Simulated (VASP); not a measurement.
# TaRu2 (P-3m1) in VASP: relaxation of cell and atoms with PBE

Aim: the relaxation of cell and atoms of TaRu2 with PBE.

Everything below comes from runs of VASP 6.6.1. Logs are shortened: lines on timing, memory, paths and dates and some standing lists are left out, and cuts for length are marked.

### 1 The cell of the first run

The structure is trigonal, space group P-3m1 (No. 164). The conventional cell has a = 3.040 Å, b = 3.040 Å, c = 5.075 Å, α = 90.00°, β = 90.00°, γ = 120.00°. Ta (site symmetry -3m) has 6 Ru at 2.17 Å within 2.9 Å. Ru (site symmetry 3m) has 3 Ta at 2.17 Å within 2.9 Å.

The cell was generated, and may not be a known phase.

### 2 Relaxation of cell and atoms, PBE

Input file INCAR:

```
PREC = Accurate ; ENCUT = 560
EDIFF = 1E-7 ; ISMEAR = 0
SIGMA = 0.1 ; LREAL = F
LASPH = T ; NELM = 120
ALGO = Normal ; ISIF = 3
LWAVE = F ; LCHARG = F
GGA = PE ; IBRION = 2
NSW = 90 ; EDIFFG = -0.04
GGA_COMPAT = F ; NELMIN = 4
```

Input file KPOINTS:

```
Automatic mesh
0
Gamma
  6 6 4
```

Input file POSCAR:

```
TaRu2
1.0
    3.0403415200      0.0000000000      0.0000000000
   -1.5201707600      2.6330129900      0.0000000000
    0.0000000000      0.0000000000      5.0746606300
Ta Ru
1 2
Direct
    0.0000000000      0.0000000000      0.0000000000
    0.3333333300      0.6666666700      0.2500000000
    0.6666666700      0.3333333300      0.7500000000
```

Potentials or basis: VASP PAW PBE potentials, release 64 (Ta_sv_GW, Ru_sv).

The run is started by

```bash
> cat potpaw_PBE.64/Ta_sv_GW/POTCAR potpaw_PBE.64/Ru_sv/POTCAR > POTCAR
> mpirun -np 1 vasp_std > vasp.out
```

OUTCAR:

```text
PREC = Accurate
   ENCUT = 560
   EDIFF = 1E-7
   ISMEAR = 0
   LREAL = F
   LASPH = T
   NELM = 120
   ISIF = 3
   GGA = PE
   IBRION = 2
   NSW = 90
   EDIFFG = -0.04
   NELMIN = 4

 ion  position               nearest neighbor table
   1  0.000  0.000  0.000-   2 2.17   3 2.17   2 2.17   3 2.17   3 2.17   2 2.17
   2  0.333  0.667  0.250-   1 2.17   1 2.17   1 2.17
   3  0.667  0.333  0.750-   1 2.17   1 2.17   1 2.17

  LATTYP: Found a hexagonal cell.
 ALAT       =     3.0403415200
 C/A-ratio  =     1.6691087487

  Lattice vectors:

 A1 = (   3.0403415200,   0.0000000000,   0.0000000000)
 A2 = (  -1.5201707600,   2.6330129900,   0.0000000000)
 A3 = (   0.0000000000,   0.0000000000,   5.0746606300)

Analysis of symmetry for initial positions (statically):
=====================================================================
 Subroutine PRICEL returns:
 Original cell was already a primitive cell.

 Routine SETGRP: Setting up the symmetry group for a
 hexagonal supercell.

 Subroutine GETGRP returns: Found 12 space group operations
 (whereof 12 operations were pure point group operations)
 out of a pool of 24 trial point group operations.

The static configuration has the point symmetry D_3d.

Analysis of symmetry for dynamics (positions and initial velocities):
=====================================================================
 Subroutine PRICEL returns:
 Original cell was already a primitive cell.

 Routine SETGRP: Setting up the symmetry group for a
 hexagonal supercell.

 Subroutine GETGRP returns: Found 12 space group operations
 (whereof 12 operations were pure point group operations)
 out of a pool of 24 trial point group operations.

The dynamic configuration has the point symmetry D_3d.

 Subroutine INISYM returns: Found 12 space group operations
 (whereof 12 operations are pure point group operations),
 and found     1 'primitive' translations

----------------------------------------------------------------------------------------

                                     Primitive cell

  volume of cell :      40.6240

  direct lattice vectors                    reciprocal lattice vectors
     3.040341520  0.000000000  0.000000000     0.328910418  0.189896519  0.000000000
    -1.520170760  2.633012990  0.000000000     0.000000000  0.379793037  0.000000000
     0.000000000  0.000000000  5.074660630     0.000000000  0.000000000  0.197057512

  length of vectors
     3.040341520  3.040341518  5.074660630     0.379793037  0.379793037  0.197057512

  position of ions in fractional coordinates (direct lattice)
     0.000000000  0.000000000  0.000000000
     0.333333330  0.666666670  0.250000000
     0.666666670  0.333333330  0.750000000

  ion indices of the primitive-cell ions
   primitive index   ion index
                 1           1
                 2           2
                 3           3

----------------------------------------------------------------------------------------

 KPOINTS: Automatic mesh

Automatic generation of k-mesh.
 Grid dimensions read from file:
 generate k-points for:    6    6    4

 Generating k-lattice:

  Cartesian coordinates                     Fractional coordinates (reciprocal lattice)
     0.054818403  0.031649420  0.000000000     0.166666667  0.000000000  0.000000000
     0.000000000  0.063298840  0.000000000     0.000000000  0.166666667  0.000000000
     0.000000000  0.000000000  0.049264378     0.000000000  0.000000000  0.250000000

  Length of vectors
     0.063298839  0.063298840  0.049264378

  Shift w.r.t. Gamma in fractional coordinates (k-lattice)
     0.000000000  0.000000000  0.000000000

 Subroutine IBZKPT returns following result:
 ===========================================

 Found     24 irreducible k-points:

 Following reciprocal coordinates:
            Coordinates               Weight
  0.000000  0.000000  0.000000      1.000000
  0.166667  0.000000  0.000000      6.000000
  0.333333  0.000000  0.000000      6.000000
  0.500000  0.000000  0.000000      3.000000
  0.166667  0.166667  0.000000      6.000000
  0.333333  0.166667  0.000000     12.000000
[... 16 lines left out ...]
  0.333333  0.166667  0.500000     12.000000
  0.333333  0.333333  0.500000      2.000000
   k-points           NKPTS =     24   k-points in BZ     NKDIM =     24   number of bands    NBANDS=     27
   number of dos      NEDOS =    301   number of ions     NIONS =      3
   total plane-waves  NPLWV =  23040
   dimension x,y,z NGX =    24 NGY =   24 NGZ =   40
   dimension x,y,z NGXF=    48 NGYF=   48 NGZF=   80
   ions per type =               1   2
   NGX,Y,Z   is equivalent  to a cutoff of  13.12, 13.12, 13.10 a.u.
   NGXF,Y,Z  is equivalent  to a cutoff of  26.25, 26.25, 26.21 a.u.
 SYSTEM =  unknown system
   PREC   = accura    normal or accurate (medium, high low for compatibility)
   ISTART =      0    job   : 0-new  1-cont  2-samecut
   ICHARG =      2    charge: 1-file 2-atom 10-const
   ISPIN  =      1    spin polarized calculation?
   LNONCOLLINEAR =      F non collinear calculations
   LSORBIT =      F    spin-orbit coupling
   LASPH  =      T    aspherical Exc in radial PAW
   ENCUT  =  560.0 eV  41.16 Ry    6.42 a.u.   5.87  5.87  9.79*2*pi/ulx,y,z
   NELM   =    120;   NELMIN=  4; NELMDL= -5     # of ELM steps
   EDIFF  = 0.1E-06   stopping-criterion for ELM
   LREAL  =      F    real-space projection
   EDIFFG = -.4E-01   stopping-criterion for IOM
   NSW    =     90    number of steps for IOM
   IBRION =      2    ionic relax: 0-MD 1-quasi-New 2-CG
   NFREE  =      1    steps in history (QN), initial steepest desc. (CG)
   ISIF   =      3    stress and relaxation
   ISYM   =      2    0-nonsym 1-usesym 2-fastsym
   POTIM  = 0.5000    time-step for ionic-motion
   TEBEG  =    0.0;   TEEND  =   0.0 temperature during run
   PSTRESS=    0.0 pullay stress
   NELECT =      45.0000    total number of electrons
   NUPDOWN=      -1.0000    fix difference up-down
   EMIN   =  10.00;   EMAX   =-10.00  energy-range for DOS
   EFERMI =   0.00;   METHOD = LEGACY
   ISMEAR =     0;   SIGMA  =   0.10  broadening in eV -4-tet -1-fermi 0-gaus
   EFERMI_NEDOS =   21; number of points for ismear=-14 and -15
   IALGO  =     38    algorithm
   IMIX   =      4    mixing-type and parameters
     AMIX     =   0.40;   BMIX     =  1.00
     AMIX_MAG =   1.60;   BMIX_MAG =  1.00
  volume/ion in A,a.u.               =      13.54        91.38
  Fermi-wavevector in a.u.,A,eV,Ry     =   1.693889  3.200986 39.038639  2.869259
  Thomas-Fermi vector in A             =   2.775213
   LORBIT       =      0    0 simple, 1 ext, 2 COOP (PROOUT), +10 PAW based schemes
   GGA     = PE    functional components
   LHFCALC =     F    Hartree Fock is set to
   AEXX    =    0.0000 exact exchange contribution
   IVDW    =     0    specifies the selected vdW correction
   LEPSILON=     F    determine dielectric tensor
   LRPA    =     F    only Hartree local field effects (RPA)
 conjugate gradient relaxation of ions
 non-spin polarized calculation
 Gauss-broadening in eV      SIGMA  =   0.10
  energy-cutoff  :      560.00
  volume of cell :       40.62
 maximum number of plane-waves:      1254
   NGX = 11   NGY = 11   NGZ = 19

--------------------------------------- Ionic step        1  -------------------------------------------

 number of electron      45.0000005 magnetization

 Free energy of the ion-electron system (eV)
  ---------------------------------------------------
  ext. energy  EPLUGINS =         0.00000000
  ---------------------------------------------------
  free energy    TOTEN  =       -23.47738157 eV

  energy without entropy =      -23.46509554  energy(sigma->0) =      -23.47123856

------------------------ aborting loop because EDIFF is reached ----------------------------------------

  FORCE on cell =-STRESS in cart. coord.  units (eV):
  Direction    XX          YY          ZZ          XY          YZ          ZX
  --------------------------------------------------------------------------------------
  -------------------------------------------------------------------------------------
  Total       32.8664719     32.8664719     40.1910030     -0.0000000     -0.0000000      0.0000000
  in kB     1296.2276859   1296.2276835   1585.1014065     -0.0000000     -0.0000000      0.0000000
  external PRESSURE =    1392.5189253 kB  Pullay stress =       0.0000000 kB
[... 22 lines left out ...]
  energy  without entropy=      -23.4650955420  energy(sigma->0) =      -23.47123856

--------------------------------------- Ionic step        2  -------------------------------------------

 number of electron      44.9999958 magnetization

 E-fermi :   0.9453     XC(G=0):  -7.5143

 val. band max:        0.9408813220   @ k =   0.0000   0.1667   0.2500
 cond. band min:       0.9467746722   @ k =   0.5000   0.0000   0.0000
 fundamental gap:      0.0058933503
 Fermi energy:         0.9453407032

 k-point     1 :       0.0000    0.0000    0.0000
  band No.  band energies     occupation
      1     -71.7141      2.00000
      2     -71.7003      2.00000
      3     -69.1602      2.00000
      4     -41.5788      2.00000
      5     -41.5788      2.00000
      6     -41.5781      2.00000
[... 776 lines left out ...]
  FREE ENERGIE OF THE ION-ELECTRON SYSTEM (eV)
  ---------------------------------------------------
  free  energy   TOTEN  =       -27.3876287012 eV

  energy  without entropy=      -27.3519283830  energy(sigma->0) =      -27.36977854

 E-fermi :   8.3603     XC(G=0): -11.7365

 val. band max:        8.3576691858   @ k =   0.3333   0.0000   0.5000
 cond. band min:       8.3918884306   @ k =   0.0000   0.3333   0.2500
 fundamental gap:      0.0342192449
 Fermi energy:         8.3602991672

 k-point     1 :       0.0000    0.0000    0.0000
  band No.  band energies     occupation
      1     -63.9136      2.00000
      2     -63.8664      2.00000
      3     -60.3627      2.00000
      4     -34.0791      2.00000
      5     -33.8661      2.00000
      6     -33.8403      2.00000
[... 709 lines left out ...]
     26       9.7153      0.00000
     27      10.8806      0.00000

[... ionic steps 4 to 19 ...]

--------------------------------------- Ionic step       20  -------------------------------------------

 number of electron      44.9999978 magnetization

------------------------ aborting loop because EDIFF is reached ----------------------------------------

  FORCE on cell =-STRESS in cart. coord.  units (eV):
  Direction    XX          YY          ZZ          XY          YZ          ZX
  --------------------------------------------------------------------------------------
  -------------------------------------------------------------------------------------
  Total        0.2176825      0.2176825      0.7674289      0.0000000     -0.0000000     -0.0000000
  in kB        7.6404006      7.6404005     26.9358507      0.0000000     -0.0000000     -0.0000000
  external PRESSURE =      14.0722173 kB  Pullay stress =       0.0000000 kB
[... 59 lines left out ...]
  energy  without entropy=      -32.4337796753  energy(sigma->0) =      -32.44049955

--------------------------------------- Ionic step       22  -------------------------------------------

 number of electron      44.9999975 magnetization

 Free energy of the ion-electron system (eV)
  ---------------------------------------------------
  ext. energy  EPLUGINS =         0.00000000
  ---------------------------------------------------
  free energy    TOTEN  =       -32.44751545 eV

  energy without entropy =      -32.43429382  energy(sigma->0) =      -32.44090463

 E-fermi :  12.9868     XC(G=0): -13.6535

 val. band max:       12.9719953226   @ k =   0.3333   0.1667   0.0000
 cond. band min:      13.0244273860   @ k =   0.3333   0.0000   0.5000
 fundamental gap:      0.0524320634
 Fermi energy:        12.9867774965

 k-point     1 :       0.0000    0.0000    0.0000
  band No.  band energies     occupation
      1     -59.7216      2.00000
      2     -59.6249      2.00000
      3     -54.4702      2.00000
      4     -29.8846      2.00000
      5     -29.4237      2.00000
      6     -29.4237      2.00000
[... 739 lines left out ...]
  FREE ENERGIE OF THE ION-ELECTRON SYSTEM (eV)
  ---------------------------------------------------
  free  energy   TOTEN  =       -32.4475154455 eV

  energy  without entropy=      -32.4342938160  energy(sigma->0) =      -32.44090463

 reached required accuracy - stopping structural energy minimisation
```

Run time: 8.3 min. Hardware: 1 thread of Intel Xeon Platinum 8488C (Sapphire Rapids), shared host; peak memory 0.18 GiB.

Results:

```yaml
Free_energy: -32.4475 eV
Relaxed_volume: 15.29 Å³/atom
Relaxed_cell: a = 2.785 Å, b = 2.785 Å, c = 6.830 Å, α = 90.00°, β = 90.00°, γ = 120.00°
Space_group_after_relaxing_to_0.1_Å: P-3m1 (No. 164)
Pressure_after_relaxing: 0.1 GPa
Largest_force_after_relaxing: 0.011 eV/Å
Band_gap_on_the_k_mesh: zero (an odd number of electrons rules out a gap without spin polarisation)
```

Forces on the atoms (eV/Å):
```
Ta   0.000  0.000  0.000
Ru   0.000  0.000 -0.011
Ru   0.000  0.000  0.011
```

Final structure:
```yaml
crystal:
  lattice:
    - [2.78507, 0.00000, 0.00000]
    - [-1.39254, 2.41194, 0.00000]
    - [0.00000, 0.00000, 6.82983]
  atoms:
    - { symbol: Ta, position: [0.00000, 0.00000, 0.00000] }
    - { symbol: Ru, position: [0.33333, 0.66667, 0.34468] }
    - { symbol: Ru, position: [0.66667, 0.33333, 0.65532] }
```

Levels at points of the mesh, in eV from the Fermi level:
| k point | band 18 | band 19 | band 20 | band 21 | band 22 | band 23 | band 24 | band 25 | band 26 | band 27 |
| --- | --- | --- | --- | --- | --- | --- | --- | --- | --- | --- |
| (0.00, 0.00, 0.00) | -2.12 | -2.12 | -1.63 | -1.54 | -0.60 | -0.60 | -0.34 | 0.85 | 1.36 | 1.36 |
| (0.50, 0.00, 0.00) | -2.14 | -1.83 | -1.33 | -0.73 | -0.13 | 1.45 | 1.65 | 3.15 | 3.59 | 4.40 |
| (0.00, 0.00, 0.50) | -2.22 | -2.02 | -2.02 | -1.53 | -0.25 | -0.25 | 0.10 | 0.10 | 1.15 | 1.59 |
| (0.50, 0.00, 0.50) | -2.09 | -1.68 | -0.57 | 0.52 | 0.56 | 1.12 | 1.45 | 1.69 | 2.91 | 3.56 |

Caveat: the k points lie up to 0.43 Å⁻¹ apart in the final cell, too coarse for converged energies and pressures of a metal; a cell axis changed by over 15 % at a fixed basis, so the end point is rough; spin-orbit coupling is left out, which moves the levels of the heavy elements.

The gap in the log of VASP goes by the Fermi energy; the results here count the filled bands.